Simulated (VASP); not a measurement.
Crystal: AlNi.

```
Al Ni
1.0
     1.93869   -1.95319    0.00000
     1.93869    1.95319    0.00000
     0.00000    0.00000    3.09943
Al Ni
1 1
Cartesian
  0.0000 0.0000 0.0000
  1.9387 0.0000 1.5497
```

* Program: VASP 6.6.1
* Task: relaxation of cell and atoms
* Functional: LDA
* Potentials or basis: VASP PAW LDA potentials, release 64 (Al, Ni)
* Cutoff: 600 eV
* k mesh: 16 × 16 × 14
* Occupations: gaussian, width 0.1 eV
* Spin: no spin polarisation

At the start: pressure -4.9 GPa; volume 11.74 Å³/atom.

**Question.** Where does the relaxation end?

**Answer.** Over 13 steps the energy falls by 28.6 meV/atom and the volume is 11.38 Å³/atom (-3.0 %); space group P4/mmm (No. 123, to 0.1 Å) before, Pm-3m (No. 221, to 0.1 Å).

Step by step:
```tsv
step	energy change (eV)	largest force (eV/Å)	pressure (GPa)	volume (Å³)
1	0.0000	0.0000	-4.88	23.47
2	-0.0186	0.0000	4.79	22.27
3	-0.0209	0.0000	2.12	22.56
4	-0.0378	0.0000	2.04	22.60
5	-0.0522	0.0000	1.30	22.63
6	-0.0559	0.0000	1.19	22.64
7	-0.0559	0.0000	1.05	22.64
8	-0.0561	0.0000	-1.72	22.97
9	-0.0571	0.0000	-0.19	22.81
10	-0.0571	0.0000	-0.46	22.83
11	-0.0571	0.0000	-0.30	22.82
12	-0.0572	0.0000	0.00	22.75
13	-0.0572	0.0000	0.06	22.76
```

Final structure:
```xyz
2
Lattice="2.0006 -2.0015 0.0000 2.0006 2.0015 0.0000 0.0000 0.0000 2.8421" Properties=species:S:1:pos:R:3 pbc="T T T"
Al    0.0000    0.0000    0.0000
Ni    2.0006    0.0000    1.4211
```
